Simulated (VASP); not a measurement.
# Ta (Fm-3m) in VASP: density of states with PBE

Aim: the density of states of Ta with PBE.

All numbers are computed with VASP 6.6.1; they aren't measurements. Logs are shortened: lines on timing, memory, paths and dates and some standing lists are left out, and cuts for length are marked.

## 1. The cell of the first run

The structure is cubic, space group Fm-3m (No. 225). The conventional cell has a = 4.222 Å, b = 4.222 Å, c = 4.222 Å, α = 90.00°, β = 90.00°, γ = 90.00°. Ta (site symmetry m-3m) has 12 Ta at 2.99 Å within 3.9 Å.

## 2. Density of states, PBE, non-collinear spin, zero start, spin-orbit coupling

Contents of POSCAR:

```
Ta
1.0
    0.0000000000      2.1108307651      2.1108307651
    2.1108307651      0.0000000000      2.1108307651
    2.1108307651      2.1108307651      0.0000000000
Ta
1
Direct
    0.0000000000      0.0000000000      0.0000000000
```

Contents of INCAR.step1:

```
PREC     = Accurate       # precision mode
ENCUT    = 520            # plane-wave cutoff, eV
EDIFF    = 1E-7           # SCF threshold, eV
ISMEAR   = 0              # smearing method
SIGMA    = 0.05           # smearing width, eV
LREAL    = False          # projectors in reciprocal space
LASPH    = True           # aspherical terms in the spheres
NELM     = 150            # most SCF steps
ALGO     = Normal         # electronic algorithm
ISIF     = 2              # what is computed and relaxed
LWAVE    = False          # write WAVECAR
LCHARG   = True           # write CHGCAR
MAGMOM   = 0 0 0          # initial moments
LSORBIT  = True           # spin-orbit coupling
GGA_COMPAT= False        
LORBMOM  = True         
LMAXMIX  = 4              # l up to which the mixer works
GGA      = PE             # functional
NBANDS   = 22             # bands
```

Contents of KPOINTS.step1:

```
regular mesh
0
Gamma
  18 18 18
```

Contents of INCAR.step2:

```
PREC     = Accurate       # precision mode
ENCUT    = 520            # plane-wave cutoff, eV
EDIFF    = 1E-7           # SCF threshold, eV
ISMEAR   = -5             # smearing method
SIGMA    = 0.05           # smearing width, eV
LREAL    = False          # projectors in reciprocal space
LASPH    = True           # aspherical terms in the spheres
NELM     = 150            # most SCF steps
ALGO     = Normal         # electronic algorithm
ISIF     = 2              # what is computed and relaxed
LWAVE    = False          # write WAVECAR
LCHARG   = False          # write CHGCAR
MAGMOM   = 0 0 0          # initial moments
LORBIT   = 11             # projections on sites
LSORBIT  = True           # spin-orbit coupling
GGA_COMPAT= False        
LORBMOM  = True         
LMAXMIX  = 4              # l up to which the mixer works
GGA      = PE             # functional
NBANDS   = 22             # bands
NEDOS    = 2001           # points of the DOS
ICHARG   = 11             # starting density
```

Contents of KPOINTS.step2:

```
regular mesh
0
Gamma
  27 27 27
```

Potentials or basis: VASP PAW PBE potentials, release 64 (Ta_pv).

Command:

```console
> cat potpaw_PBE.64/Ta_pv/POTCAR > POTCAR
> cp INCAR.step1 INCAR
> cp KPOINTS.step1 KPOINTS
> mpirun -np 1 vasp_ncl > vasp.out
> cp INCAR.step2 INCAR
> cp KPOINTS.step2 KPOINTS
> mpirun -np 1 vasp_ncl > vasp.out
```

OUTCAR:

```text
PREC = Accurate
   ENCUT = 520
   EDIFF = 1E-7
   ISMEAR = -5
   LREAL = False
   LASPH = True
   NELM = 150
   ISIF = 2
   LORBIT = 11
   LSORBIT = True
   GGA = PE
   ICHARG = 11

 ion  position               nearest neighbor table
   1  0.000  0.000  0.000-

  LATTYP: Found a face centered cubic cell.
 ALAT       =     4.2216615302

  Lattice vectors:

 A1 = (   0.0000000000,   2.1108307651,   2.1108307651)
 A2 = (   2.1108307651,   0.0000000000,   2.1108307651)
 A3 = (   2.1108307651,   2.1108307651,   0.0000000000)

Analysis of symmetry for initial positions (statically):
=====================================================================
 Subroutine PRICEL returns:
 Original cell was already a primitive cell.

 Routine SETGRP: Setting up the symmetry group for a
 face centered cubic supercell.

 Subroutine GETGRP returns: Found 48 space group operations
 (whereof 48 operations were pure point group operations)
 out of a pool of 48 trial point group operations.

The static configuration has the point symmetry O_h .

Analysis of symmetry for dynamics (positions and initial velocities):
=====================================================================
 Subroutine PRICEL returns:
 Original cell was already a primitive cell.

 Routine SETGRP: Setting up the symmetry group for a
 face centered cubic supercell.

 Subroutine GETGRP returns: Found 48 space group operations
 (whereof 48 operations were pure point group operations)
 out of a pool of 48 trial point group operations.

The dynamic configuration has the point symmetry O_h .

Analysis of structural, dynamic, and magnetic symmetry:
=====================================================================
 Subroutine PRICEL returns:
 Original cell was already a primitive cell.

 Routine SETGRP: Setting up the symmetry group for a
 face centered cubic supercell.

 Subroutine GETGRP returns: Found 48 space group operations
 (whereof 48 operations were pure point group operations)
 out of a pool of 48 trial point group operations.

The overall configuration has the point symmetry O_h .

 Subroutine INISYM returns: Found 48 space group operations
 (whereof 48 operations are pure point group operations),
 and found     1 'primitive' translations

----------------------------------------------------------------------------------------

                                     Primitive cell

  volume of cell :      18.8101

  direct lattice vectors                    reciprocal lattice vectors
     0.000000000  2.110830765  2.110830765    -0.236873561  0.236873561  0.236873561
     2.110830765  0.000000000  2.110830765     0.236873561 -0.236873561  0.236873561
     2.110830765  2.110830765  0.000000000     0.236873561  0.236873561 -0.236873561

  length of vectors
     2.985165496  2.985165496  2.985165496     0.410277043  0.410277043  0.410277043

  position of ions in fractional coordinates (direct lattice)
     0.000000000  0.000000000  0.000000000

  ion indices of the primitive-cell ions
   primitive index   ion index
                 1           1

----------------------------------------------------------------------------------------

 KPOINTS: regular mesh

Automatic generation of k-mesh.
 Grid dimensions read from file:
 generate k-points for:   27   27   27

 Generating k-lattice:

  Cartesian coordinates                     Fractional coordinates (reciprocal lattice)
    -0.008773095  0.008773095  0.008773095     0.037037037  0.000000000  0.000000000
     0.008773095 -0.008773095  0.008773095     0.000000000  0.037037037  0.000000000
     0.008773095  0.008773095 -0.008773095     0.000000000  0.000000000  0.037037037

  Length of vectors
     0.015195446  0.015195446  0.015195446

  Shift w.r.t. Gamma in fractional coordinates (k-lattice)
     0.000000000  0.000000000  0.000000000

 TETIRR: Found   2653 inequivalent tetrahedra from   118098

 Subroutine IBZKPT returns following result:
 ===========================================

 Found    560 irreducible k-points:

 Following reciprocal coordinates:
            Coordinates               Weight
  0.000000  0.000000  0.000000      1.000000
  0.037037  0.000000  0.000000      8.000000
  0.074074  0.000000  0.000000      8.000000
  0.111111  0.000000  0.000000      8.000000
  0.148148  0.000000  0.000000      8.000000
  0.185185  0.000000  0.000000      8.000000
[... 16 lines left out ...]
  0.333333  0.037037  0.000000     24.000000
  0.370370  0.037037  0.000000     24.000000
 [... further k-points ...]
   k-points           NKPTS =    560   k-points in BZ     NKDIM =    560   number of bands    NBANDS=     22
   number of dos      NEDOS =   2001   number of ions     NIONS =      1
   total plane-waves  NPLWV =  13824
   dimension x,y,z NGX =    24 NGY =   24 NGZ =   24
   dimension x,y,z NGXF=    48 NGYF=   48 NGZF=   48
   ions per type =               1
   NGX,Y,Z   is equivalent  to a cutoff of  13.37, 13.37, 13.37 a.u.
   NGXF,Y,Z  is equivalent  to a cutoff of  26.73, 26.73, 26.73 a.u.
 SYSTEM =  unknown system
   PREC   = accura    normal or accurate (medium, high low for compatibility)
   ISTART =      0    job   : 0-new  1-cont  2-samecut
   ICHARG =     11    charge: 1-file 2-atom 10-const
   ISPIN  =      1    spin polarized calculation?
   LNONCOLLINEAR =      T non collinear calculations
   LSORBIT =      T    spin-orbit coupling
   LASPH  =      T    aspherical Exc in radial PAW
   ENCUT  =  520.0 eV  38.22 Ry    6.18 a.u.   5.55  5.55  5.55*2*pi/ulx,y,z
   NELM   =    150;   NELMIN=  2; NELMDL=  0     # of ELM steps
   EDIFF  = 0.1E-06   stopping-criterion for ELM
   LREAL  =      F    real-space projection
   EDIFFG = 0.1E-05   stopping-criterion for IOM
   NSW    =      0    number of steps for IOM
   IBRION =     -1    ionic relax: 0-MD 1-quasi-New 2-CG
   NFREE  =      0    steps in history (QN), initial steepest desc. (CG)
   ISIF   =      2    stress and relaxation
   ISYM   =      2    0-nonsym 1-usesym 2-fastsym
   POTIM  = 0.5000    time-step for ionic-motion
   TEBEG  =    0.0;   TEEND  =   0.0 temperature during run
   PSTRESS=    0.0 pullay stress
   NELECT =      11.0000    total number of electrons
   NUPDOWN=      -1.0000    fix difference up-down
   EMIN   =  10.00;   EMAX   =-10.00  energy-range for DOS
   EFERMI =   0.00;   METHOD = LEGACY
   ISMEAR =    -5;   SIGMA  =   0.05  broadening in eV -4-tet -1-fermi 0-gaus
   EFERMI_NEDOS =   21; number of points for ismear=-14 and -15
   IALGO  =     38    algorithm
   IMIX   =      4    mixing-type and parameters
     AMIX     =   0.40;   BMIX     =  1.00
     AMIX_MAG =   1.60;   BMIX_MAG =  1.00
  volume/ion in A,a.u.               =      18.81       126.94
  Fermi-wavevector in a.u.,A,eV,Ry     =   1.369017  2.587068 25.500158  1.874209
  Thomas-Fermi vector in A             =   2.494930
   LORBIT       =     11    0 simple, 1 ext, 2 COOP (PROOUT), +10 PAW based schemes
   GGA     = PE    functional components
   LHFCALC =     F    Hartree Fock is set to
   AEXX    =    0.0000 exact exchange contribution
   IVDW    =     0    specifies the selected vdW correction
   LEPSILON=     F    determine dielectric tensor
   LRPA    =     F    only Hartree local field effects (RPA)
 Fermi weights with tetrahedron method with Bloechl corrections
  energy-cutoff  :      520.00
  volume of cell :       18.81
 maximum number of plane-waves:      1062

 number of electron      11.0000001 magnetization       0.0000000     -0.0000000     -0.0000000

 Free energy of the ion-electron system (eV)
  ---------------------------------------------------
  ext. energy  EPLUGINS =         0.00000000
  ---------------------------------------------------
  free energy    TOTEN  =       -12.29335689 eV

  energy without entropy =      -12.29335689  energy(sigma->0) =      -12.29335689

 E-fermi :   5.4646     XC(G=0): -12.4000

 val. band max:        5.4817722592   @ k =  -0.4074   0.1852   0.0000
 cond. band min:       5.4622087622   @ k =   0.3704   0.2593   0.1111
 fundamental gap:     -0.0195634970
 Fermi energy:         5.4645899588

 k-point     1 :       0.0000    0.0000    0.0000
  band No.  band energies     occupation
      1     -33.5895      1.00000
      2     -33.5895      1.00000
      3     -25.5513      1.00000
      4     -25.5513      1.00000
      5     -25.5513      1.00000
      6     -25.5513      1.00000
[... 14 lines left out ...]
     21      19.5932      0.00000
     22      19.5932      0.00000

 k-point     2 :       0.0370    0.0000    0.0000
  band No.  band energies     occupation
      1     -33.5932      1.00000
      2     -33.5932      1.00000
      3     -25.5646      1.00000
      4     -25.5646      1.00000
      5     -25.5536      1.00000
      6     -25.5536      1.00000
[... 542 lines left out ...]
 k-point    24 :       0.3704    0.0370    0.0000
  band No.  band energies     occupation
      1     -33.8170      1.00000
      2     -33.8170      1.00000
      3     -26.2889      1.00000
      4     -26.2889      1.00000
      5     -25.6946      1.00000
      6     -25.6946      1.00000
[... 14 lines left out ...]
     21      19.5554      0.00000
     22      19.5578      0.00000

 [... further k-points ...]
[... 5 lines left out ...]
  --------------------------------------------------------------------------------------
  -------------------------------------------------------------------------------------
  Total       -0.0145196     -0.0145196     -0.0145196      0.0000000      0.0000000     -0.0000000
  in kB       -1.2367274     -1.2367274     -1.2367274      0.0000000      0.0000000     -0.0000000
  external PRESSURE =      -1.2367274 kB  Pullay stress =       0.0000000 kB

 VOLUME and BASIS-vectors are now :
 -----------------------------------------------------------------------------
  energy-cutoff  :      520.00
  volume of cell :       18.81
      direct lattice vectors                 reciprocal lattice vectors
     0.000000000  2.110830765  2.110830765    -0.236873561  0.236873561  0.236873561
     2.110830765  0.000000000  2.110830765     0.236873561 -0.236873561  0.236873561
     2.110830765  2.110830765  0.000000000     0.236873561  0.236873561 -0.236873561

 POSITION                                       TOTAL-FORCE (eV/Angst)
 -----------------------------------------------------------------------------------
      0.00000      0.00000      0.00000         0.000000      0.000000     -0.000000
 -----------------------------------------------------------------------------------
    total drift:                               -0.000000     -0.000000      0.000000

  FREE ENERGIE OF THE ION-ELECTRON SYSTEM (eV)
  ---------------------------------------------------
  free  energy   TOTEN  =       -12.2933568876 eV

  energy  without entropy=      -12.2933568876  energy(sigma->0) =      -12.29335689

 orbital moment (x)

 # of ion     p       d       tot
 ----------------------------------------
  1         0.000   0.000   0.000
 ----------------------------------------
            0.000   0.000   0.000

 orbital moment (y)

 # of ion     p       d       tot
 ----------------------------------------
  1         0.000   0.000   0.000
 ----------------------------------------
            0.000   0.000   0.000

 orbital moment (z)

 # of ion     p       d       tot
 ----------------------------------------
  1         0.000   0.000   0.000
 ----------------------------------------
            0.000   0.000   0.000

 Spin-Orbit-Coupling matrix elements

 Ion:    1  E_soc:     -1.4261686
 l=   1
     0.0000000    -0.2138210    -0.2138210
    -0.2138210     0.0000000    -0.2138210
    -0.2138210    -0.2138210     0.0000000
 l=   2
     0.0000000    -0.0058131     0.0000000    -0.0058131    -0.0180607
    -0.0058131     0.0000000    -0.0135455    -0.0058131    -0.0045152
     0.0000000    -0.0135455     0.0000000    -0.0135455     0.0000000
    -0.0058131    -0.0058131    -0.0135455     0.0000000    -0.0045152
    -0.0180607    -0.0045152     0.0000000    -0.0045152     0.0000000
 l=   3
     0.0000000     0.0000000     0.0000000     0.0000000     0.0000000     0.0000000     0.0000000
     0.0000000     0.0000000     0.0000000     0.0000000     0.0000000     0.0000000     0.0000000
     0.0000000     0.0000000     0.0000000     0.0000000     0.0000000     0.0000000     0.0000000
     0.0000000     0.0000000     0.0000000     0.0000000     0.0000000     0.0000000     0.0000000
     0.0000000     0.0000000     0.0000000     0.0000000     0.0000000     0.0000000     0.0000000
     0.0000000     0.0000000     0.0000000     0.0000000     0.0000000     0.0000000     0.0000000
     0.0000000     0.0000000     0.0000000     0.0000000     0.0000000     0.0000000     0.0000000

 total charge

# of ion       s       p       d       tot
------------------------------------------
    1        0.373   6.174   2.299   8.846

 magnetization (x)

# of ion       s       p       d       tot
------------------------------------------
    1        0.000   0.000  -0.000  -0.000

 magnetization (y)

# of ion       s       p       d       tot
------------------------------------------
    1       -0.000   0.000  -0.000  -0.000

 magnetization (z)

# of ion       s       p       d       tot
------------------------------------------
    1       -0.000   0.000  -0.000  -0.000
```

Run time: 9.4 min. Hardware: 1 thread of Intel Xeon 8259CL, shared host; peak memory 0.44 GiB.

What came out:

```yaml
Net_moment: 0.00 μB per cell
Valence_electrons_inside_the_program's_atomic_spheres: Ta 8.85
```

Moments on the atoms (μB; x, y, z):
```
Ta  0.00 0.00 0.00
```
